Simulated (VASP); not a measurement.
GaP, 2 atoms in the cell. Symmetry: I-4m2, No. 119, tetragonal system. The conventional cell has a = 3.934 Å, b = 3.934 Å, c = 5.232 Å, α = 90.00°, β = 90.00°, γ = 90.00°. Within 3.1 Å of Ga (site symmetry -4m2) lie 4 P at 2.36 Å. P (site symmetry -4m2) has 4 Ga at 2.36 Å within 3.1 Å.  This cell differs from its parent crystal: z stretched by -4 % at fixed volume.

* Program: VASP 6.6.1
* Task: electric field gradients
* Functional: PBE
* Potentials or basis: VASP PAW PBE potentials, release 64 (Ga_d, P)
* Cutoff: 520 eV
* k mesh: 10 × 10 × 10
* Occupations: fermi-dirac, width 0.05 eV
* Spin: no spin polarisation
* Dipole correction: no
* Further INCAR settings: ALGO = Normal; EDIFF = 1e-08; NBANDS = 16

Potentials or basis: VASP PAW PBE potentials, release 64 (Ga_d, P).

Run with:

```console
$ cat potpaw_PBE.64/Ga_d/POTCAR potpaw_PBE.64/P/POTCAR > POTCAR
$ mpirun -np 1 vasp_std > vasp.out
```

Hardware: 1 thread of Intel(R) Xeon(R) Platinum 8375C CPU @ 2.90GHz (Ice Lake), with other jobs on the host.

Q: How long does it take, and how much memory?

A: Run time: 55 s on 1 thread of Intel(R) Xeon(R) Platinum 8375C CPU @ 2.90GHz (Ice Lake), on a shared host, peak memory 0.2 GiB. Counts: scf iterations 15, k points 102.
